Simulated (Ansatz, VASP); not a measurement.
## One calculation of NaH, two programs

```
Na H
1.0
     0.00000    2.47211    2.47211
     2.47211    0.00000    2.47211
     2.47211    2.47211    0.00000
Na H
1 1
Direct
  0.00000 0.00000 0.00000
  0.50000 0.50000 0.50000
```

Change from the starting cell: volume scaled by 1.04, crystal datasets.

Alike in both runs: task electric field gradients; functional PBEsol; k mesh 9 × 9 × 9; occupations fermi-dirac, width 0.03 eV; no spin polarisation.

|  | VASP | Ansatz |
| --- | --- | --- |
| version | VASP 6.6.1 | Ansatz 0.2.0 |
| potentials or method | VASP PAW PBE potentials, release 64 (Na_pv, H), cutoff 520 eV | all-electron PAW with datasets made for the crystal, scalar-relativistic |

```csv
,VASP,Ansatz,Ansatz less VASP
gap on the k mesh at the Fermi level (eV),3.75,3.76,+0.002
pressure (GPa),-1.9,-1.9,+0.02
```

VASP's potentials were made for PBE, not for PBEsol. Ansatz ran all-electron here, and VASP with PAW potentials.
